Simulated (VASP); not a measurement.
# PbO (Fm-3m) in VASP: G0W0 quasiparticle levels with PBE

Aim: the G0W0 quasiparticle levels of PbO with PBE.

Program: VASP 6.6.1. These are calculated values, not measurements. Logs are shortened: lines on timing, memory, paths and dates and some standing lists are left out, and cuts for length are marked.

### Step 1. The cell of the first run

The structure is cubic, space group Fm-3m (No. 225). The conventional cell has a = 5.213 Å, b = 5.213 Å, c = 5.213 Å, α = 90.00°, β = 90.00°, γ = 90.00°. Within 3.4 Å of Pb (site symmetry m-3m) lie 6 O at 2.61 Å. Within 3.4 Å of O (site symmetry m-3m) lie 6 Pb at 2.61 Å.

### Step 2. G0W0 quasiparticle levels, PBE

POSCAR reads:

```
PbO
1.0
    0.0000000000      2.6065174967      2.6065174967
    2.6065174967      0.0000000000      2.6065174967
    2.6065174967      2.6065174967      0.0000000000
Pb O
1 1
Direct
    0.0000000000      0.0000000000      0.0000000000
    0.5000000000      0.5000000000      0.5000000000
```

INCAR.step1 reads:

```
ALGO     = Normal         # electronic algorithm
EDIFF    = 1E-8           # SCF threshold, eV
ENCUT    = 500            # plane-wave cutoff, eV
GGA      = PE             # functional
ISMEAR   = 0              # smearing method
LASPH    = T              # aspherical terms in the spheres
LCHARG   = F              # write CHGCAR
LREAL    = F              # projectors in reciprocal space
LWAVE    = T              # write WAVECAR
NELM     = 60             # most SCF steps
PREC     = Accurate       # precision mode
SIGMA    = 0.01           # smearing width, eV
```

INCAR.step2 reads:

```
ALGO     = Exact          # electronic algorithm
EDIFF    = 1E-8           # SCF threshold, eV
ENCUT    = 500            # plane-wave cutoff, eV
GGA      = PE             # functional
ISMEAR   = 0              # smearing method
ISTART   = 1            
LASPH    = T              # aspherical terms in the spheres
LCHARG   = F              # write CHGCAR
LOPTICS  = T              # frequency-dependent dielectric function
LREAL    = F              # projectors in reciprocal space
LWAVE    = T              # write WAVECAR
NBANDS   = 255            # bands
NELM     = 1              # most SCF steps
PREC     = Accurate       # precision mode
SIGMA    = 0.01           # smearing width, eV
```

INCAR.step3 reads:

```
ALGO     = EVGW0          # electronic algorithm
EDIFF    = 1E-8           # SCF threshold, eV
ENCUT    = 500            # plane-wave cutoff, eV
ENCUTGW  = 200            # cutoff of the response function
GGA      = PE             # functional
ISMEAR   = 0              # smearing method
ISTART   = 1            
LASPH    = T              # aspherical terms in the spheres
LCHARG   = F              # write CHGCAR
LREAL    = F              # projectors in reciprocal space
LWAVE    = F              # write WAVECAR
NBANDS   = 255            # bands
NBANDSGW = 19           
NELMGW   = 1            
NOMEGA   = 96             # frequency points
OMEGAMAX = 20           
PREC     = Accurate       # precision mode
PRECFOCK = Fast         
SIGMA    = 0.01           # smearing width, eV
```

KPOINTS reads:

```
k-points
0
Gamma
  4 4 4
```

Potentials or basis: VASP PAW PBE potentials, release 64 (Pb_d_GW, O_GW).

Launch:

```
$ cat potpaw_PBE.64/Pb_d_GW/POTCAR potpaw_PBE.64/O_GW/POTCAR > POTCAR
$ cp INCAR.step1 INCAR
$ mpirun -np 1 vasp_std > vasp.out
$ cp INCAR.step2 INCAR
$ mpirun -np 1 vasp_std > vasp.out
$ cp INCAR.step3 INCAR
$ mpirun -np 1 vasp_std > vasp.out
```

OUTCAR:

```text
EDIFF = 1E-8
   ENCUT = 500
   ENCUTGW = 200
   GGA = PE
   ISMEAR = 0
   ISTART = 1
   LASPH = T
   LREAL = F
   NELMGW = 1
   PREC = Accurate
   PRECFOCK = Fast

 ion  position               nearest neighbor table
   1  0.000  0.000  0.000-
   2  0.500  0.500  0.500-

  LATTYP: Found a face centered cubic cell.
 ALAT       =     5.2130349934

  Lattice vectors:

 A1 = (   0.0000000000,   2.6065174967,   2.6065174967)
 A2 = (   2.6065174967,   0.0000000000,   2.6065174967)
 A3 = (   2.6065174967,   2.6065174967,   0.0000000000)

Analysis of symmetry for initial positions (statically):
=====================================================================
 Subroutine PRICEL returns:
 Original cell was already a primitive cell.

 Routine SETGRP: Setting up the symmetry group for a
 face centered cubic supercell.

 Subroutine GETGRP returns: Found 48 space group operations
 (whereof 48 operations were pure point group operations)
 out of a pool of 48 trial point group operations.

The static configuration has the point symmetry O_h .

Analysis of symmetry for dynamics (positions and initial velocities):
=====================================================================
 Subroutine PRICEL returns:
 Original cell was already a primitive cell.

 Routine SETGRP: Setting up the symmetry group for a
 face centered cubic supercell.

 Subroutine GETGRP returns: Found 48 space group operations
 (whereof 48 operations were pure point group operations)
 out of a pool of 48 trial point group operations.

The dynamic configuration has the point symmetry O_h .

 Subroutine INISYM returns: Found 48 space group operations
 (whereof 48 operations are pure point group operations),
 and found     1 'primitive' translations

----------------------------------------------------------------------------------------

                                     Primitive cell

  volume of cell :      35.4170

  direct lattice vectors                    reciprocal lattice vectors
     0.000000000  2.606517497  2.606517497    -0.191826834  0.191826834  0.191826834
     2.606517497  0.000000000  2.606517497     0.191826834 -0.191826834  0.191826834
     2.606517497  2.606517497  0.000000000     0.191826834  0.191826834 -0.191826834

  length of vectors
     3.686172394  3.686172394  3.686172394     0.332253823  0.332253823  0.332253823

  position of ions in fractional coordinates (direct lattice)
     0.000000000  0.000000000  0.000000000
     0.500000000  0.500000000  0.500000000

  ion indices of the primitive-cell ions
   primitive index   ion index
                 1           1
                 2           2

----------------------------------------------------------------------------------------

 KPOINTS: k-points

Automatic generation of k-mesh.
 Grid dimensions read from file:
 generate k-points for:    4    4    4

 Generating k-lattice:

  Cartesian coordinates                     Fractional coordinates (reciprocal lattice)
    -0.047956709  0.047956709  0.047956709     0.250000000  0.000000000  0.000000000
     0.047956709 -0.047956709  0.047956709     0.000000000  0.250000000  0.000000000
     0.047956709  0.047956709 -0.047956709     0.000000000  0.000000000  0.250000000

  Length of vectors
     0.083063456  0.083063456  0.083063456

  Shift w.r.t. Gamma in fractional coordinates (k-lattice)
     0.000000000  0.000000000  0.000000000

 Subroutine IBZKPT returns following result:
 ===========================================

 Found      8 irreducible k-points:

 Following reciprocal coordinates:
            Coordinates               Weight
  0.000000  0.000000  0.000000      1.000000
  0.250000  0.000000  0.000000      8.000000
  0.500000  0.000000  0.000000      4.000000
  0.250000  0.250000  0.000000      6.000000
  0.500000  0.250000  0.000000     24.000000
 -0.250000  0.250000  0.000000     12.000000
  0.500000  0.500000  0.000000      3.000000
 -0.250000  0.500000  0.250000      6.000000
   k-points           NKPTS =      8   k-points in BZ     NKDIM =     64   number of bands    NBANDS=    255
   number of dos      NEDOS =    301   number of ions     NIONS =      2
   total plane-waves  NPLWV =  21952
   dimension x,y,z NGX =    28 NGY =   28 NGZ =   28
   dimension x,y,z NGXF=    56 NGYF=   56 NGZF=   56
   ions per type =               1   1
   NGX,Y,Z   is equivalent  to a cutoff of  12.63, 12.63, 12.63 a.u.
   NGXF,Y,Z  is equivalent  to a cutoff of  25.26, 25.26, 25.26 a.u.
 SYSTEM =  unknown system
   PREC   = accura    normal or accurate (medium, high low for compatibility)
   ISTART =      1    job   : 0-new  1-cont  2-samecut
   ICHARG =      0    charge: 1-file 2-atom 10-const
   ISPIN  =      1    spin polarized calculation?
   LNONCOLLINEAR =      F non collinear calculations
   LSORBIT =      F    spin-orbit coupling
   LASPH  =      T    aspherical Exc in radial PAW
   ENCUT  =  500.0 eV  36.75 Ry    6.06 a.u.   6.72  6.72  6.72*2*pi/ulx,y,z
   NELM   =     60;   NELMIN=  2; NELMDL=  0     # of ELM steps
   EDIFF  = 0.1E-07   stopping-criterion for ELM
   LREAL  =      F    real-space projection
   EDIFFG = 0.1E-06   stopping-criterion for IOM
   NSW    =      0    number of steps for IOM
   IBRION =     -1    ionic relax: 0-MD 1-quasi-New 2-CG
   NFREE  =      0    steps in history (QN), initial steepest desc. (CG)
   ISIF   =      0    stress and relaxation
   ISYM   =      3    0-nonsym 1-usesym 2-fastsym
   POTIM  = 0.5000    time-step for ionic-motion
   TEBEG  =    0.0;   TEEND  =   0.0 temperature during run
   PSTRESS=    0.0 pullay stress
   NELECT =      22.0000    total number of electrons
   NUPDOWN=      -1.0000    fix difference up-down
   EMIN   =  10.00;   EMAX   =-10.00  energy-range for DOS
   EFERMI =   0.00;   METHOD = LEGACY
   ISMEAR =     0;   SIGMA  =   0.01  broadening in eV -4-tet -1-fermi 0-gaus
   EFERMI_NEDOS =   21; number of points for ismear=-14 and -15
   IALGO  =     38    algorithm
   IMIX   =      4    mixing-type and parameters
     AMIX     =   0.40;   BMIX     =  1.00
     AMIX_MAG =   1.60;   BMIX_MAG =  1.00
  volume/ion in A,a.u.               =      17.71       119.50
  Fermi-wavevector in a.u.,A,eV,Ry     =   1.396835  2.639635 26.546977  1.951148
  Thomas-Fermi vector in A             =   2.520150
   LORBIT       =      0    0 simple, 1 ext, 2 COOP (PROOUT), +10 PAW based schemes
   GGA     = PE    functional components
   LHFCALC =     T    Hartree Fock is set to
   PRECFOCK=fast      Normal, Fast or Accurate (Low or Medium for compatibility)
   ENCUT4O =  -1.0   cutoff for four orbital integrals eV
   NKREDX  =     1    reduce k-point grid by
   NKREDY  =     1    reduce k-point grid by
   NKREDZ  =     1    reduce k-point grid by
   AEXX    =    1.0000 exact exchange contribution
   HFSCREEN=    0.0000 screening length (either q_TF or 0.3 A-1)
   HFSCREENC=   0.0000 screening length for correlation (either q_TF or 0.3 A-1)
   ENCUTFOCK=  -1.0 apply spherical cutoff to Coloumb kernel
   IVDW    =     0    specifies the selected vdW correction
   LEPSILON=     F    determine dielectric tensor
   LRPA    =     F    only Hartree local field effects (RPA)
   LRPAFORCE           =     F    calculate RPA forces
   ENCUTGW             = 200.0    cutoff for response function in eV
   ENCUTGWSOFT         = 160.0    soft cutoff for Coulomb kernel in GW response function in eV
   ENCUTLF             =  -1.0    cutoff for local field effects
   NELMGW              =     1    number of iterations in solving QP/BSE equation
   NELMHF              =     1    number of iterations in the inner HF iteration
   NKREDLFX            =     1    NKREDLFY  =   1   NKREDLFZ  =   1
 non-spin polarized calculation
 Gauss-broadening in eV      SIGMA  =   0.01
  energy-cutoff  :      500.00
  volume of cell :       35.42
 maximum number of plane-waves:       934
 NGX is ok and might be reduce to    28
  NGX = 16; NGY = 16; NGZ = 16
   NGX = 13   NGY = 13   NGZ = 13
 maximum number of plane-waves:       259

 QP shifts <psi_nk| G(iteration)W_0 |psi_nk>: iteration 1
 for sc-GW calculations column KS-energies equals QP-energies in previous step
 and V_xc(KS)=  KS-energies - (<T + V_ion + V_H > + <T+V_H+V_ion>^1  + <V_x>^1)

 k-point   1 :       0.0000    0.0000    0.0000
  band No.  KS-energies  QP-energies   sigma(KS)   V_xc(KS)     V^pw_x(r,r')   Z            occupation Imag(sigma)

      1    -135.3647    -156.8842     -27.8844       5.4430     -36.1737       0.6457       2.0000       0.3546
      2     -14.2201     -14.5293     -18.5855     -18.0410     -29.3185       0.5679       2.0000       1.4802
      3     -12.7843     -19.5607     -20.1558      -9.8430     -25.1922       0.6571       2.0000       0.2860
      4     -12.7843     -19.5607     -20.1558      -9.8430     -25.1922       0.6571       2.0000       0.2860
      5     -12.7843     -19.5607     -20.1558      -9.8430     -25.1922       0.6571       2.0000       0.2860
      6     -12.6595     -19.6062     -20.3221      -9.8873     -25.3967       0.6657       2.0000       0.3143
[... 11 lines left out ...]
     18      15.0199      14.2871      -9.5201      -8.5189      -3.9015       0.7320       0.0000      -0.3309
     19      17.5557      16.8403     -10.8795     -10.0023      -4.6594       0.8155       0.0000      -0.8414

 k-point   2 :       0.2500    0.0000    0.0000
  band No.  KS-energies  QP-energies   sigma(KS)   V_xc(KS)     V^pw_x(r,r')   Z            occupation Imag(sigma)

      1    -135.3647    -156.8500     -27.8847       5.4428     -36.1738       0.6447       2.0000       0.3539
      2     -13.9178     -14.2605     -19.1788     -18.5503     -29.8603       0.5454       2.0000       1.3145
      3     -12.7870     -19.5691     -20.1352      -9.8558     -25.1872       0.6598       2.0000       0.3073
      4     -12.7621     -19.6246     -20.1961      -9.8641     -25.2513       0.6642       2.0000       0.3194
      5     -12.7621     -19.6246     -20.1961      -9.8641     -25.2513       0.6642       2.0000       0.3194
      6     -12.6570     -19.6395     -20.3246      -9.8934     -25.3879       0.6694       2.0000       0.3319
[... 11 lines left out ...]
     18      18.5616      18.2045     -10.1932      -9.7140      -3.8106       0.7452       0.0000      -0.8334
     19      21.0845      20.9995     -11.3535     -11.2515      -4.8477       0.8337       0.0000      -1.1543
[... 96 lines left out ...]
      1    -135.3648    -156.8143     -27.8849       5.4413     -36.1738       0.6436       2.0000       0.3522
      2     -14.3361     -16.4923     -19.3787     -15.6596     -28.5358       0.5798       2.0000       1.0179
      3     -12.8820     -19.5790     -20.0144      -9.8173     -25.0821       0.6568       2.0000       0.3030
      4     -12.5866     -19.5642     -20.3723      -9.8735     -25.3622       0.6646       2.0000       0.2762
      5     -12.5866     -19.5642     -20.3723      -9.8735     -25.3622       0.6646       2.0000       0.2762
      6     -12.5790     -19.6320     -20.4097      -9.8981     -25.4650       0.6710       2.0000       0.3149
[... 11 lines left out ...]
     18      23.4435      23.2636     -10.0591      -9.7956      -3.5672       0.6827       0.0000      -0.7794
     19      24.3472      24.3525     -10.3727     -10.3797      -3.7744       0.7679       0.0000      -0.8426

 k-point   8 :      -0.2500    0.5000    0.2500
  band No.  KS-energies  QP-energies   sigma(KS)   V_xc(KS)     V^pw_x(r,r')   Z            occupation Imag(sigma)

      1    -135.3645    -156.9830     -27.8851       5.4439     -36.1737       0.6486       2.0000       0.3523
      2     -14.1655     -16.2226     -19.5287     -15.9434     -28.7382       0.5738       2.0000       0.9919
      3     -12.7425     -19.5694     -20.1779      -9.8451     -25.2096       0.6607       2.0000       0.2967
      4     -12.7425     -19.5694     -20.1779      -9.8451     -25.2096       0.6607       2.0000       0.2967
      5     -12.6565     -19.6308     -20.3325      -9.9188     -25.4343       0.6697       2.0000       0.3765
      6     -12.5865     -19.5531     -20.3724      -9.8734     -25.3622       0.6635       2.0000       0.2752
[... 11 lines left out ...]
     18      20.6066      20.3034     -11.3744     -10.9820      -5.2692       0.7727       0.0000      -0.8622
     19      23.0790      22.9990      -9.6553      -9.5451      -3.2837       0.7261       0.0000      -0.7741
```

Wall time 7.3 min (1 thread of AMD EPYC 7R13 (Zen 3), shared host); peak memory 0.6 GiB.

What came out:

| Item | Value |
| --- | --- |
| Quasiparticle gap | 0.80 eV |
| Least direct quasiparticle gap | 0.80 eV |
| Band gap of the starting levels on the mesh | 0.50 eV |
| Least direct gap of the starting levels on the mesh | 0.50 eV |

Caveat: the k points lie up to 0.52 Å⁻¹ apart; bands, screening cutoff and mesh are small and nothing is extrapolated, so the quasiparticle values aren't converged; the structure was generated, so it needn't be the stable form of PbO; spin-orbit coupling is left out, which moves the levels of the heavy elements.
